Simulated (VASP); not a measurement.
# MgH2: single point with PBE

The system is MgH2.

```xyz
6
Lattice="-1.9055 1.9055 4.7257 1.9055 -1.9055 4.7257 1.9055 1.9055 -4.7257" Properties=species:S:1:pos:R:3 pbc="T T T"
Mg    1.9055    0.0000    2.3629
Mg    0.0000    0.0000    4.7257
H     1.9055    0.0000    4.3501
H     0.0000    0.0000    6.7129
H     1.9055    0.0000    0.3757
H     0.0000    0.0000    2.7385
```

| Item | Value |
| --- | --- |
| Program | VASP 6.6.1 |
| Task | single point |
| Functional | PBE |
| Potentials or basis | VASP PAW PBE potentials, release 64 (Mg, H) |
| Cutoff | 520 eV |
| k mesh | 8 × 8 × 8 |
| Occupations | gaussian, width 0.02 eV |
| Spin | no spin polarisation |
| Dipole correction | no |
| Further INCAR settings | ALGO = Normal; EDIFF = 1e-06; NBANDS = 13 |

```yaml
Pressure: -0.2 GPa
Band_gap_on_the_k_mesh: 3.51 eV, indirect (least direct gap 4.76 eV)
```

Levels at points of the mesh, in eV from the valence-band top:
```csv
k point,band 2,band 3,band 4,band 5,band 6,band 7
"(0.00, 0.00, 0.00)",-1.98,-1.76,0.00,4.78,6.57,6.57
"(0.50, 0.00, 0.00)",-3.57,-2.44,-0.88,4.14,6.76,7.15
"(0.50, 0.50, 0.00)",-2.87,-2.43,-2.43,3.56,3.56,5.94
"(0.50, 0.50, 0.50)",-5.24,-0.28,-0.28,5.34,5.34,8.71
```

It took 74 s on 1 thread of Intel(R) Xeon(R) 6975P-C (Granite Rapids), with other jobs on the host, peak memory 0.25 GiB.

A k mesh can miss the band edges.
